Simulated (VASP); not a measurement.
Si2W:

```
CELL_PARAMETERS angstrom
-1.60690 1.60690 3.91495
1.60690 -1.60690 3.91495
1.60690 1.60690 -3.91495
ATOMIC_POSITIONS crystal
W 0.00000 0.00000 0.00000
Si 0.66530 0.66530 0.00000
Si 0.33470 0.33470 0.00000
```

Base run:

```yaml
Program: VASP 6.6.1
Functional: PBE
Potentials_or_basis: VASP PAW PBE potentials, release 64 (W_sv, Si)
Cutoff: 520 eV
k_mesh: 12 × 12 × 12
Occupations: fermi-dirac, width 0.05 eV
Spin: no spin polarisation
Hubbard_terms: W d U = 4.0 eV
```

Its results: band gap on the k mesh zero (bands 11 and 12 overlap by 1.30 eV); pressure 7.2 GPa; largest force 0.036 eV/Å.

Task: The run is repeated on the same cell with these changes: hubbard terms from W d U = 4.0 eV to W d U = 3.0 eV. What comes out?

Result: Band gap on the k mesh zero (bands 11 and 12 overlap by 1.30 eV); pressure 6.1 GPa; largest force 0.053 eV/Å.

Caveats: the cell stands under pressure; spin-orbit coupling is left out, which moves the levels of the heavy elements; U without spin polarisation on a metal has little footing; the U is typed as a test and isn't derived for this compound.
